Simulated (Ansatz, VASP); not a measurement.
## Two plane-wave programs on AlN

The input POSCAR:

```
AlN
1.0
    2.1839935596     -2.1839935596      0.0000000000
    2.1839935596      0.0000000000     -2.1839935596
    9.3911723063      8.0807761705      8.7359742384
Al N
6 6
Direct
    0.6479266667      0.6666666667      0.0624666667
   -0.2687400000      0.0000000000      0.8958000000
    0.2645933333      0.3333333333      0.2291333333
    0.4979266667      0.6666666667      0.5624666667
   -0.1187400000      0.0000000000      0.3958000000
    0.1145933333      0.3333333333      0.7291333333
    0.5354266667      0.6666666667      0.4374666667
    0.9187600000      1.0000000000      0.2708000000
    0.1520933333      0.3333333333      0.6041333333
    0.3854266667      0.6666666667      0.9374666667
   -0.2312400000      0.0000000000      0.7708000000
    0.3020933333      0.3333333333      0.1041333333
```

The input INCAR.step1:

```
SYSTEM = AlN
PREC = Accurate
ENCUT = 520
ISMEAR = 0
SIGMA = 0.05
LREAL = .False.
LASPH = .True.
NELM = 100
NBANDS = 36
GGA = PE
ALGO = Normal
EDIFF = 1E-4
LWAVE = .True.
LCHARG = .False.
```

The input INCAR.step2:

```
SYSTEM = AlN
PREC = Accurate
ENCUT = 520
EDIFF = 1E-7
ISMEAR = 0
SIGMA = 0.05
LREAL = .False.
LASPH = .True.
NELM = 100
ALGO = Normal
ISIF = 2
LWAVE = .False.
LCHARG = .True.
METAGGA = R2SCAN
LMIXTAU = .True.
LELF = .True.
LVHAR = .True.
NBANDS = 36
ISTART = 1
```

Contents of KPOINTS:

```
Automatic mesh
0
Gamma
  8 8 2
  0 0 0
```

Input for Ansatz:

```yaml
crystal:
  lattice:
    - [2.1839935596, -2.1839935596, 0.0]
    - [2.1839935596, 0.0, -2.1839935596]
    - [9.3911723063, 8.0807761705, 8.7359742384]
  atoms:
    - { symbol: Al, position: [0.6479266667, 0.6666666667, 0.0624666667] }
    - { symbol: Al, position: [-0.26874, 0.0, 0.8958] }
    - { symbol: Al, position: [0.2645933333, 0.3333333333, 0.2291333333] }
    - { symbol: Al, position: [0.4979266667, 0.6666666667, 0.5624666667] }
    - { symbol: Al, position: [-0.11874, 0.0, 0.3958] }
    - { symbol: Al, position: [0.1145933333, 0.3333333333, 0.7291333333] }
    - { symbol: "N", position: [0.5354266667, 0.6666666667, 0.4374666667] }
    - { symbol: "N", position: [0.91876, 1.0, 0.2708] }
    - { symbol: "N", position: [0.1520933333, 0.3333333333, 0.6041333333] }
    - { symbol: "N", position: [0.3854266667, 0.6666666667, 0.9374666667] }
    - { symbol: "N", position: [-0.23124, 0.0, 0.7708] }
    - { symbol: "N", position: [0.3020933333, 0.3333333333, 0.1041333333] }
basis:
  ecutwfc: 500
kpoints:
  mp_grid: { grid: [8, 8, 2] }
hamiltonian:
  xc: r2scan
scf:
  occupations: { method: gaussian, width: 0.05 }
output:
  forces: true
  stress: true
  eigenvalues: true
```

Alike in both runs: task single point; functional r2SCAN; k mesh 8 × 8 × 2; occupations gaussian, width 0.05 eV; no spin polarisation.

|  | VASP | Ansatz |
| --- | --- | --- |
| version | VASP 6.6.1 | Ansatz 0.2.0 |
| potentials or method | VASP PAW PBE potentials, release 64 (Al, N), cutoff 520 eV | scalar-relativistic, plane waves, PAW |
| valence electrons in the cell | 48 | 48 |

Ansatz gave:

| Property | Result |
| --- | --- |
| gap on the k mesh at the Fermi level (eV) | 3.52 |
| least direct gap on the mesh (eV) | 3.80 |
| pressure (GPa) | -0.6 |
| traceless stress, the component that is largest in VASP (GPa) | -4.52 |
| rms of the force components (eV/Å) | 0.367 |

Question: What did VASP give for the same quantities?

Answer: gap on the k mesh at the Fermi level (eV): 3.51; least direct gap on the mesh (eV): 3.79; pressure (GPa): -1.0; traceless stress, the component that is largest in VASP (GPa): -4.54; rms of the force components (eV/Å): 0.368.

VASP's potentials were made for PBE, not for r2SCAN. Atom by atom the forces differ by 0.003 eV/Å (rms over components). The functional is the same, so the differences come from potentials, cutoffs and numerics.
